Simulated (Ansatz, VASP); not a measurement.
## One calculation of MgSnN, two programs

The input INCAR:

```
PREC = Accurate ; ENCUT = 520
EDIFF = 1E-6 ; ISMEAR = 0
SIGMA = 0.1 ; LREAL = False
LASPH = True ; NELM = 100
ALGO = Normal ; ISIF = 2
LWAVE = False ; LCHARG = False
GGA = PE ; NBANDS = 18
```

KPOINTS

```
Automatic mesh
0
Gamma
  6 6 4
```

File POSCAR:

```
MgSnN
1.0
    3.6507694300      0.0000000000      0.0000000000
    0.0000000000      3.6858561300      0.0000000000
    0.0000000000      0.0000000000      3.7994485400
Mg Sn N
1 1 1
Direct
    0.0000000000      0.0000000000      0.0000000000
    0.5000000000      0.5000000000      0.5000000000
    0.5000000000      0.5000000000      0.0000000000
```

Input for Ansatz:

```yaml
crystal:
  lattice:
    - [3.65076943, 0.0, 0.0]
    - [0.0, 3.68585613, 0.0]
    - [0.0, 0.0, 3.79944854]
  atoms:
    - { symbol: Mg, position: [0.0, 0.0, 0.0] }
    - { symbol: Sn, position: [0.5, 0.5, 0.5] }
    - { symbol: "N", position: [0.5, 0.5, 0.0] }
basis:
  ecutwfc: 420
kpoints:
  mp_grid: { grid: [6, 6, 4] }
hamiltonian:
  xc: pbe
scf:
  occupations: { method: gaussian, width: 0.1 }
  lower_state_search: "off"
output:
  forces: true
  stress: true
  eigenvalues: true
```

Change from the starting cell: species swapped into the TmCoC type (Pmmm, No. 47).

Alike in both runs: task single point; functional PBE; k mesh 6 × 6 × 4; occupations gaussian, width 0.1 eV; no spin polarisation.

```csv
,VASP,Ansatz
version,VASP 6.6.1,Ansatz 0.2.0
potentials or method,"VASP PAW PBE potentials, release 64 (Mg, Sn_d, N), cutoff 520 eV","scalar-relativistic, plane waves, PAW"
valence electrons in the cell,21,29
```

```csv
,VASP,Ansatz,Ansatz less VASP
gap on the k mesh at the Fermi level (eV),none,none,-
pressure (GPa),15.2,15.6,+0.44
"traceless stress, the component that is largest in VASP (GPa)",46.30,46.74,+0.435
```

A gap of «none» marks a metal or a gap that the smearing closes. VASP's potentials hold 21 valence electrons a cell and Ansatz's 29, so a difference there can come from the potentials and not from the codes.

The k mesh is coarse, so the values compare programs but aren't converged.
